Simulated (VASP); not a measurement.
A run of VASP 6.6.1 is set up as follows.

File POSCAR:

```
GaN
1.0
    0.0000000000      2.1633605832      2.1633605832
    2.1633605832      0.0000000000      2.1633605832
    2.1633605832      2.1633605832      0.0000000000
Ga N
1 1
Direct
    0.0000000000      0.0000000000      0.0000000000
    0.7500000000      0.7500000000      0.7500000000
```

The input INCAR.step1:

```
SYSTEM = GaN
PREC = Accurate
ENCUT = 520
ISMEAR = 0
SIGMA = 0.05
LREAL = .FALSE.
LASPH = .TRUE.
NELM = 60
NBANDS = 16
GGA = PE
ALGO = Normal
EDIFF = 1E-4
LWAVE = .TRUE.
LCHARG = .FALSE.
```

INCAR.step2

```
SYSTEM = GaN
PREC = Accurate
ENCUT = 520
EDIFF = 1E-7
ISMEAR = 0
SIGMA = 0.05
LREAL = .FALSE.
LASPH = .TRUE.
NELM = 60
ALGO = Normal
ISIF = 2
LWAVE = .FALSE.
LCHARG = .FALSE.
METAGGA = R2SCAN
LMIXTAU = .TRUE.
NBANDS = 16
ISTART = 1
```

Contents of KPOINTS:

```
Automatic mesh
0
G
  10 10 10
  0 0 0
```

Potentials or basis: VASP PAW PBE potentials, release 64 (Ga_d, N).

Command:

```sh
$ cat potpaw_PBE.64/Ga_d/POTCAR potpaw_PBE.64/N/POTCAR > POTCAR
$ cp INCAR.step1 INCAR
$ mpirun -np 1 vasp_std > vasp.out
$ cp INCAR.step2 INCAR
$ mpirun -np 1 vasp_std > vasp.out
```

(1) Predict the pressure.

(2) Predict the band gap on the k mesh.

## Answers

(1) 30.9 GPa.

(2) 2.93 eV.

Caveat: the cell differs from its parent crystal (strain -0.040 along x and y, -0.040 along z); the cell stands under pressure; the PAW data sets were made with another functional, which shifts forces and pressure a little.
